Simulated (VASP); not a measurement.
# Al2O3 (R-3c) in VASP: further runs

The runs below take Al2O3 through single point, relaxation of cell and atoms, with BLYP+D3(BJ), PBE, PBEsol+D3(BJ).

All numbers are computed with VASP 6.6.1; they aren't measurements. Logs are shortened: lines on timing, memory, paths and dates and some standing lists are left out, and cuts for length are marked.

### 1 The cell of the first run

Symmetry: R-3c, No. 167, trigonal system. The conventional cell has a = 4.792 Å, b = 4.792 Å, c = 13.082 Å, α = 90.00°, β = 90.00°, γ = 120.00°. Al (site symmetry 3) has 6 O at 1.87 to 1.99 Å within 2.5 Å. O (site symmetry 2) has 4 Al at 1.87 to 1.99 Å and 12 O at 2.55 to 2.88 Å within 2.9 Å.

### 2 Single point, BLYP+D3(BJ)

The input, INCAR:

```
SYSTEM = Al2O3
AGGAC = 1.0 ; AGGAX = 1.0
ALDAC = 0.0 ; ALDAX = 1.0
ALGO = Normal ; EDIFF = 1E-6
ENCUT = 520 ; GGA = B5
ISIF = 2 ; ISMEAR = -1
IVDW = 12 ; LASPH = .True.
LCHARG = .False. ; LREAL = .False.
LWAVE = .False. ; NBANDS = 35
NELM = 80 ; PREC = Accurate
SIGMA = 0.05 ; VDW_A1 = 0.4298
VDW_A2 = 4.2359 ; VDW_S6 = 1.0
VDW_S8 = 2.6996
```

The input, KPOINTS:

```
k-points
0
Gamma
  7 7 7
  0 0 0
```

The input, POSCAR:

```
Al2O3
1.0
    2.3960137044      1.3833391572      4.3605553615
   -2.3960137044      1.3833391572      4.3605553615
    0.0000000000     -2.7666783145      4.3605553615
Al O
4 6
Direct
    0.8521600000      0.8521600000      0.8521600000
    0.6478400000      0.6478400000      0.6478400000
    0.1478400000      0.1478400000      0.1478400000
    0.3521600000      0.3521600000      0.3521600000
    0.0566800000      0.7500000000      0.4433200000
    0.7500000000      0.4433200000      0.0566800000
    0.4433200000      0.0566800000      0.7500000000
    0.9433200000      0.2500000000      0.5566800000
    0.2500000000      0.5566800000      0.9433200000
    0.5566800000      0.9433200000      0.2500000000
```

Potentials or basis: VASP PAW PBE potentials, release 64 (Al, O).

Launch:

```sh
$ cat potpaw_PBE.64/Al/POTCAR potpaw_PBE.64/O/POTCAR > POTCAR
$ mpirun -np 1 vasp_std > vasp.out
```

OUTCAR:

```text
SYSTEM = Al2O3
   EDIFF = 1E-6
   ENCUT = 520
   GGA = B5
   ISIF = 2
   ISMEAR = -1
   IVDW = 12
   LASPH = .True.
   LREAL = .False.
   NELM = 80
   PREC = Accurate
 IVDW          = 12

 ion  position               nearest neighbor table
   1  0.852  0.852  0.852-   9 1.87   8 1.87  10 1.87   7 1.99   6 1.99   5 1.99   2 2.67   3 2.81
                             3 2.81   3 2.81   2 3.24   2 3.24   2 3.24
   2  0.648  0.648  0.648-   8 1.87   9 1.87  10 1.87   7 1.99   5 1.99   6 1.99   1 2.67   4 2.81
                             4 2.81   4 2.81   1 3.24   1 3.24   1 3.24
   3  0.148  0.148  0.148-   6 1.87   5 1.87   7 1.87  10 1.99   9 1.99   8 1.99   4 2.67   1 2.81
                             1 2.81   1 2.81   4 3.24   4 3.24   4 3.24
   4  0.352  0.352  0.352-   5 1.87   6 1.87   7 1.87  10 1.99   8 1.99   9 1.99   3 2.67   2 2.81
                             2 2.81   2 2.81   3 3.24   3 3.24   3 3.24
   5  0.057  0.750  0.443-   4 1.87   3 1.87   2 1.99   1 1.99
   6  0.750  0.443  0.057-   3 1.87   4 1.87   1 1.99   2 1.99
   7  0.443  0.057  0.750-   3 1.87   4 1.87   1 1.99   2 1.99
   8  0.943  0.250  0.557-   2 1.87   1 1.87   4 1.99   3 1.99
   9  0.250  0.557  0.943-   1 1.87   2 1.87   3 1.99   4 1.99
  10  0.557  0.943  0.250-   1 1.87   2 1.87   3 1.99   4 1.99

  LATTYP: Found a trigonal (rhomboedric) cell.
 ALAT       =     5.1641990624
 COS(alpha) =     0.5694707703

  Lattice vectors:

 A1 = (   2.3960137044,   1.3833391572,   4.3605553615)
 A2 = (  -2.3960137044,   1.3833391572,   4.3605553615)
 A3 = (   0.0000000000,  -2.7666783145,   4.3605553615)

Analysis of symmetry for initial positions (statically):
=====================================================================
 Subroutine PRICEL returns:
 Original cell was already a primitive cell.

 Routine SETGRP: Setting up the symmetry group for a
 trigonal (rhombohedral) supercell.

 Subroutine GETGRP returns: Found 12 space group operations
 (whereof  6 operations were pure point group operations)
 out of a pool of 12 trial point group operations.

The static configuration has the point symmetry S_6 .
 The point group associated with its full space group is D_3d.

Analysis of symmetry for dynamics (positions and initial velocities):
=====================================================================
 Subroutine PRICEL returns:
 Original cell was already a primitive cell.

 Routine SETGRP: Setting up the symmetry group for a
 trigonal (rhombohedral) supercell.

 Subroutine GETGRP returns: Found 12 space group operations
 (whereof  6 operations were pure point group operations)
 out of a pool of 12 trial point group operations.

The dynamic configuration has the point symmetry S_6 .
 The point group associated with its full space group is D_3d.

 Subroutine INISYM returns: Found 12 space group operations
 (whereof  6 operations are pure point group operations),
 and found     1 'primitive' translations

----------------------------------------------------------------------------------------

                                     Primitive cell

  volume of cell :      86.7184

  direct lattice vectors                    reciprocal lattice vectors
     2.396013704  1.383339157  4.360555362     0.208679942  0.120481420  0.076442862
    -2.396013704  1.383339157  4.360555362    -0.208679942  0.120481420  0.076442862
     0.000000000 -2.766678315  4.360555362     0.000000000 -0.240962841  0.076442862

  length of vectors
     5.164199062  5.164199062  5.164199062     0.252797551  0.252797551  0.252797551

  position of ions in fractional coordinates (direct lattice)
     0.852160000  0.852160000  0.852160000
     0.647840000  0.647840000  0.647840000
     0.147840000  0.147840000  0.147840000
     0.352160000  0.352160000  0.352160000
     0.056680000  0.750000000  0.443320000
     0.750000000  0.443320000  0.056680000
     0.443320000  0.056680000  0.750000000
     0.943320000  0.250000000  0.556680000
     0.250000000  0.556680000  0.943320000
     0.556680000  0.943320000  0.250000000

  ion indices of the primitive-cell ions
   primitive index   ion index
                 1           1
                 2           2
                 3           3
                 4           4
                 5           5
                 6           6
                 7           7
                 8           8
                 9           9
                10          10

----------------------------------------------------------------------------------------

 KPOINTS: k-points

Automatic generation of k-mesh.
 Grid dimensions read from file:
 generate k-points for:    7    7    7

 Generating k-lattice:

  Cartesian coordinates                     Fractional coordinates (reciprocal lattice)
     0.029811420  0.017211631  0.010920409     0.142857143  0.000000000 -0.000000000
    -0.029811420  0.017211631  0.010920409     0.000000000  0.142857143 -0.000000000
[... 89 lines left out ...]

 E-fermi :   7.3104     XC(G=0): -11.0384

 val. band max:        6.2452726733   @ k =   0.0000   0.0000   0.0000
 cond. band min:      12.4702756924   @ k =   0.0000   0.0000   0.0000
 fundamental gap:      6.2250030191
 Fermi energy:         7.3104089537

 k-point     1 :       0.0000    0.0000    0.0000
  band No.  band energies     occupation
      1     -12.7182      2.00000
      2     -10.4807      2.00000
      3     -10.2172      2.00000
      4     -10.2172      2.00000
      5      -9.9152      2.00000
      6      -9.9152      2.00000
[... 27 lines left out ...]
     34      19.5750      0.00000
     35      20.9241      0.00000

 k-point     2 :       0.1429    0.0000   -0.0000
  band No.  band energies     occupation
      1     -12.6161      2.00000
      2     -10.5209      2.00000
      3     -10.2859      2.00000
      4     -10.2382      2.00000
      5      -9.9643      2.00000
      6      -9.9212      2.00000
[... 27 lines left out ...]
     34      19.2779      0.00000
     35      20.7970      0.00000

 k-point     3 :       0.2857   -0.0000    0.0000
  band No.  band energies     occupation
      1     -12.3214      2.00000
      2     -10.8301      2.00000
      3     -10.2740      2.00000
      4     -10.2681      2.00000
      5     -10.0771      2.00000
      6      -9.9607      2.00000
[... 27 lines left out ...]
     34      19.6714      0.00000
     35      20.2156      0.00000

 k-point     4 :       0.4286    0.0000    0.0000
  band No.  band energies     occupation
      1     -11.8721      2.00000
      2     -11.3382      2.00000
      3     -10.2589      2.00000
      4     -10.1906      2.00000
      5     -10.1690      2.00000
      6     -10.0503      2.00000
[... 27 lines left out ...]
     34      19.4760      0.00000
     35      19.5876      0.00000

 k-point     5 :       0.1429    0.1429   -0.0000
  band No.  band energies     occupation
      1     -12.5880      2.00000
      2     -10.5387      2.00000
      3     -10.3019      2.00000
      4     -10.2355      2.00000
      5     -10.0055      2.00000
      6      -9.9043      2.00000
[... 638 lines left out ...]
 k-point    22 :      -0.1429    0.1429    0.1429
  band No.  band energies     occupation
      1     -12.3499      2.00000
      2     -10.6819      2.00000
      3     -10.3856      2.00000
      4     -10.2345      2.00000
      5     -10.1213      2.00000
      6      -9.9586      2.00000
[... 27 lines left out ...]
     34      19.4003      0.00000
     35      20.3221      0.00000

 k-point    23 :       0.2857    0.2857    0.1429
  band No.  band energies     occupation
      1     -12.3942      2.00000
      2     -10.8262      2.00000
      3     -10.3295      2.00000
      4     -10.1563      2.00000
      5     -10.1204      2.00000
      6      -9.8866      2.00000
[... 27 lines left out ...]
     34      19.6227      0.00000
     35      20.4916      0.00000

 k-point    24 :       0.4286    0.2857    0.1429
  band No.  band energies     occupation
      1     -12.1293      2.00000
      2     -10.9230      2.00000
      3     -10.5146      2.00000
      4     -10.3033      2.00000
      5     -10.1232      2.00000
      6      -9.8628      2.00000
[... 27 lines left out ...]
     34      19.8581      0.00000
     35      20.1703      0.00000

 [... further k-points ...]

------------------------ aborting loop because EDIFF is reached ----------------------------------------

 Edisp (eV)   -4.96677

 E8    (eV) :    -3.4063

  FORCE on cell =-STRESS in cart. coord.  units (eV):
  Direction    XX          YY          ZZ          XY          YZ          ZX
  --------------------------------------------------------------------------------------
  -------------------------------------------------------------------------------------
  Total      -1.47022    -1.47022    -1.45125    -0.00000     0.00000    -0.00000
  in kB     -27.16328   -27.16328   -26.81282    -0.00000     0.00000    -0.00000
  external pressure =      -27.05 kB  Pullay stress =        0.00 kB

 VOLUME and BASIS-vectors are now :
 -----------------------------------------------------------------------------
  energy-cutoff  :      520.00
  volume of cell :       86.72
      direct lattice vectors                 reciprocal lattice vectors
     2.396013704  1.383339157  4.360555362     0.208679942  0.120481420  0.076442862
    -2.396013704  1.383339157  4.360555362    -0.208679942  0.120481420  0.076442862
     0.000000000 -2.766678315  4.360555362     0.000000000 -0.240962841  0.076442862

 POSITION                                       TOTAL-FORCE (eV/Angst)
 -----------------------------------------------------------------------------------
      0.00000     -0.00000     11.14767        -0.000000     -0.000000      0.040051
      0.00000     -0.00000      8.47483        -0.000000      0.000000     -0.040051
      0.00000     -0.00000      1.93399        -0.000000      0.000000     -0.040051
      0.00000     -0.00000      4.60684        -0.000000     -0.000000      0.040051
     -1.66120     -0.11061      5.45069         0.003272      0.005667     -0.000000
      0.73481      1.49395      5.45069         0.003272     -0.005667     -0.000000
      0.92639     -1.38334      5.45069        -0.006544     -0.000000      0.000000
      1.66120      0.11061      7.63097        -0.003272     -0.005667     -0.000000
     -0.73481     -1.49395      7.63097        -0.003272      0.005667     -0.000000
     -0.92639      1.38334      7.63097         0.006544     -0.000000      0.000000
 -----------------------------------------------------------------------------------
    total drift:                               -0.000000      0.000000     -0.000000

  FREE ENERGIE OF THE ION-ELECTRON SYSTEM (eV)
  ---------------------------------------------------
  free  energy   TOTEN  =       -76.2372344433 eV

  energy  without entropy=      -76.2372344432  energy(sigma->0) =      -76.23723444
```

Wall time 94 s (1 thread of Intel Xeon 6975P-C (Granite Rapids), shared host); peak memory 0.27 GiB.

Results:

```yaml
Free_energy: -76.2372 eV
Pressure: -2.7 GPa
Largest_force: 0.040 eV/Å
Band_gap_on_the_k_mesh: 6.22 eV
Dispersion_energy_per_atom: -0.497 eV
```

Forces on the atoms (eV/Å):
```
Al   0.000  0.000  0.040
Al   0.000  0.000 -0.040
Al   0.000  0.000 -0.040
Al   0.000  0.000  0.040
O    0.003  0.006  0.000
O    0.003 -0.006  0.000
O   -0.007  0.000  0.000
O   -0.003 -0.006  0.000
O   -0.003  0.006  0.000
O    0.007  0.000  0.000
```

Caveat: the PAW data sets were made with another functional, which shifts forces and pressure a little; an odd mesh through Γ misses points on the zone boundary, where band edges can lie. As with any semilocal functional, this BLYP gap is likely too small.

### 3 Single point, BLYP+D3(BJ)

This run uses another cell than the first one, of 8.84 Å³/atom.

The input, INCAR:

```
  PREC = Accurate
  ENCUT = 520
  EDIFF = 1E-6
  ISMEAR = -1
  SIGMA = 0.05
  LREAL = F
  LASPH = T
  NELM = 100
  ALGO = Normal
  ISIF = 2
  LWAVE = F
  LCHARG = F
  GGA = B5
  ALDAX = 1.0
  AGGAX = 1.0
  AGGAC = 1.0
  ALDAC = 0.0
  IVDW = 12
  VDW_S6 = 1.0
  VDW_S8 = 2.6996
  VDW_A1 = 0.4298
  VDW_A2 = 4.2359
  NBANDS = 35
```

The input, KPOINTS:

```
regular mesh
0
Gamma
  7 7 7
```

POSCAR: that of step 2 with these lines changed.

```diff
@@ -2,5 +2,5 @@
 1.0
-    2.3960137044      1.3833391572      4.3605553615
-   -2.3960137044      1.3833391572      4.3605553615
-    0.0000000000     -2.7666783145      4.3605553615
+    2.4115726709      1.3923221307      4.3888714495
+   -2.4115726709      1.3923221307      4.3888714495
+    0.0000000000     -2.7846442615      4.3888714495
 Al O
```

Potentials or basis: VASP PAW PBE potentials, release 64 (Al, O).

Launch:

```sh
$ cat potpaw_PBE.64/Al/POTCAR potpaw_PBE.64/O/POTCAR > POTCAR
$ mpirun -np 1 vasp_std > vasp.out
```

Run time: 97 s. Hardware: 1 thread of Intel Xeon 6975P-C (Granite Rapids), shared host; peak memory 0.27 GiB.

The run converged. Its results:

```yaml
Free_energy: -76.1881 eV
Pressure: -7.0 GPa
Largest_force: 0.055 eV/Å
Band_gap_on_the_k_mesh: 5.98 eV
Dispersion_energy_per_atom: -0.487 eV
```

Forces on the atoms (eV/Å):
```
Al   0.000  0.000  0.055
Al   0.000  0.000 -0.055
Al   0.000  0.000 -0.055
Al   0.000  0.000  0.055
O   -0.006 -0.010  0.000
O   -0.006  0.010  0.000
O    0.012  0.000  0.000
O    0.006  0.010  0.000
O    0.006 -0.010  0.000
O   -0.012  0.000  0.000
```

Stress tensor (GPa, compression positive):
```
-7.16  0.00  0.00
 0.00 -7.16  0.00
 0.00  0.00 -6.80
```

Levels at points of the mesh, in eV from the valence-band top:
```tsv
k point	band 20	band 21	band 22	band 23	band 24	band 25	band 26	band 27	band 28	band 29
(0.00, 0.00, 0.00)	-0.43	-0.43	-0.04	-0.04	0.00	5.98	9.10	10.29	11.44	11.44
```

Caveat: the cell stands under tension; the PAW data sets were made with another functional, which shifts forces and pressure a little; an odd mesh through Γ misses points on the zone boundary, where band edges can lie. BLYP gaps usually lie below the measured ones, often by a third to a half.

### 4 Single point, PBE

This run uses another cell than the first one, of 9.01 Å³/atom.

The input, INCAR:

```
  PREC = Accurate
  ENCUT = 520
  EDIFF = 1E-7
  ISMEAR = -1
  SIGMA = 0.05
  LREAL = False
  LASPH = True
  NELM = 60
  ALGO = Normal
  ISIF = 2
  LWAVE = False
  LCHARG = False
  GGA = PE
  NBANDS = 35
```

The input, KPOINTS:

```
Automatic mesh
0
Gamma
  7 7 7
```

POSCAR: that of step 3 with these lines changed.

```diff
@@ -2,5 +2,5 @@
 1.0
-    2.4115726709      1.3923221307      4.3888714495
-   -2.4115726709      1.3923221307      4.3888714495
-    0.0000000000     -2.7846442615      4.3888714495
+    2.4269334206      1.4011906636      4.4168267984
+   -2.4269334206      1.4011906636      4.4168267984
+    0.0000000000     -2.8023813274      4.4168267984
 Al O
```

Launch:

```sh
$ cat potpaw_PBE.64/Al/POTCAR potpaw_PBE.64/O/POTCAR > POTCAR
$ mpirun -np 1 vasp_std > vasp.out
```

It took 89 s on 1 thread of Intel Xeon 6975P-C (Granite Rapids), shared host; peak memory 0.27 GiB.

The run converged. Its results:

* Free energy: -74.7633 eV
* Pressure: -6.4 GPa
* Largest force: 0.077 eV/Å
* Band gap on the k mesh: 5.49 eV

Forces on the atoms (eV/Å):
```
Al   0.000  0.000  0.009
Al   0.000  0.000 -0.009
Al   0.000  0.000 -0.009
Al   0.000  0.000  0.009
O   -0.038 -0.067  0.000
O   -0.038  0.067  0.000
O    0.077  0.000  0.000
O    0.038  0.067  0.000
O    0.038 -0.067  0.000
O   -0.077  0.000  0.000
```

Stress tensor (GPa, compression positive):
```
-6.49  0.00  0.00
 0.00 -6.49  0.00
 0.00  0.00 -6.09
```

Levels at points of the mesh, in eV from the valence-band top:
```
           k point  band 22  band 23  band 24  band 25  band 26  band 27
(0.00, 0.00, 0.00)    -0.03    -0.03     0.00     5.49     8.69    10.00
```

Caveat: the cell stands under tension; an odd mesh through Γ misses points on the zone boundary, where band edges can lie.

### 5 Relaxation of cell and atoms, PBEsol+D3(BJ)

This run uses another cell than the first one, of 8.50 Å³/atom.

The input, INCAR:

```
ALGO = Normal
EDIFF = 1E-6
EDIFFG = -0.01
ENCUT = 600
GGA = PS
IBRION = 2
ISIF = 3
ISMEAR = -1
IVDW = 12
LASPH = T
LCHARG = F
LREAL = F
LWAVE = F
NELM = 60
NSW = 60
PREC = Accurate
SIGMA = 0.05
```

The input, KPOINTS:

```
k-points
0
Gamma
  7 7 7
```

POSCAR: that of step 4 with these lines changed.

```diff
@@ -2,5 +2,5 @@
 1.0
-    2.4269334206      1.4011906636      4.4168267984
-   -2.4269334206      1.4011906636      4.4168267984
-    0.0000000000     -2.8023813274      4.4168267984
+    2.3802500000      1.3742379782      4.3318666667
+   -2.3802500000      1.3742379782      4.3318666667
+    0.0000000000     -2.7484759565      4.3318666667
 Al O
```

Launch:

```sh
$ cat potpaw_PBE.64/Al/POTCAR potpaw_PBE.64/O/POTCAR > POTCAR
$ mpirun -np 1 vasp_std > vasp.out
```

It took 4.2 min on 1 thread of Intel Xeon 6975P-C (Granite Rapids), shared host; peak memory 0.34 GiB.

Results (log left out):

| Property | Result |
| --- | --- |
| Free energy | -80.6301 eV |
| Relaxed volume | 8.42 Å³/atom |
| Relaxed cell | a = 5.111 Å, b = 5.111 Å, c = 5.111 Å, α = 55.37°, β = 55.37°, γ = 55.37° |
| Space group after relaxing (to 0.1 Å) | R-3c (No. 167) |
| Energy gained by relaxing | 0.7 meV/atom |
| Ionic steps | 6 |
| Pressure after relaxing | 0.1 GPa |
| Largest force after relaxing | 0.008 eV/Å |
| Band gap on the k mesh | 6.24 eV |
| Dispersion energy per atom | -0.197 eV |

Forces in eV/Å, atoms in the order of the input:
```
Al   0.000  0.000  0.008
Al   0.000  0.000 -0.008
Al   0.000  0.000 -0.008
Al   0.000  0.000  0.008
O    0.000  0.000  0.000
O    0.000  0.000  0.000
O    0.000  0.000  0.000
O    0.000  0.000  0.000
O    0.000  0.000  0.000
O    0.000  0.000  0.000
```

The path:
```csv
step,energy change (eV),largest force (eV/Å),pressure (GPa),volume (Å³)
1,0.0000,0.0900,-2.24,85.02
2,-0.0021,0.0358,2.11,83.56
3,-0.0066,0.0234,0.10,84.21
4,-0.0066,0.0217,0.16,84.20
5,-0.0068,0.0130,0.03,84.24
6,-0.0068,0.0083,0.06,84.24
```

Final structure:
```
Al O
1.0
     2.37447    1.37090    4.31291
    -2.37447    1.37090    4.31291
     0.00000   -2.74180    4.31291
Al O
4 6
Direct
  0.85200 0.85200 0.85200
  0.64800 0.64800 0.64800
  0.14800 0.14800 0.14800
  0.35200 0.35200 0.35200
  0.05597 0.75000 0.44403
  0.75000 0.44403 0.05597
  0.44403 0.05597 0.75000
  0.94403 0.25000 0.55597
  0.25000 0.55597 0.94403
  0.55597 0.94403 0.25000
```

Levels at points of the mesh, in eV from the valence-band top:
| k point | band 21 | band 22 | band 23 | band 24 | band 25 | band 26 | band 27 | band 28 |
| --- | --- | --- | --- | --- | --- | --- | --- | --- |
| (0.00, 0.00, 0.00) | -0.52 | -0.05 | -0.05 | 0.00 | 6.24 | 9.02 | 10.80 | 11.49 |

Caveat: the PAW data sets were made with another functional, which shifts forces and pressure a little; an odd mesh through Γ misses points on the zone boundary, where band edges can lie.

### 6 The runs side by side

```csv
task,level,cell,cutoff (eV),gap on the mesh (eV),pressure (GPa),largest force (eV/Å)
single point,BLYP+D3(BJ),"a = 5.164 Å, angles 55.3°, 10 atoms",520,6.22,-2.7,0.04
single point,BLYP+D3(BJ),"a = 5.198 Å, angles 55.3°, 10 atoms",520,5.98,-7.0,0.06
single point,PBE,"a = 5.231 Å, angles 55.3°, 10 atoms",520,5.49,-6.4,0.08
relaxation of cell and atoms,PBEsol+D3(BJ),"relaxed from a = 5.130 Å, angles 55.3°, 10 atoms",600,6.24,0.1,0.01
```

Alike in all rows: potentials or basis VASP PAW PBE potentials, release 64 (Al, O); no spin polarisation; k mesh 7 × 7 × 7; smearing fermi-dirac 0.05 eV.

Caveats: an odd mesh through Γ misses points on the zone boundary, where band edges can lie; the PAW data sets were made with another functional, which shifts forces and pressure a little (at least some runs); the cell stands under tension (at least some runs).

Total energies depend on the potentials used, so only differences within one code and one set of settings carry meaning.
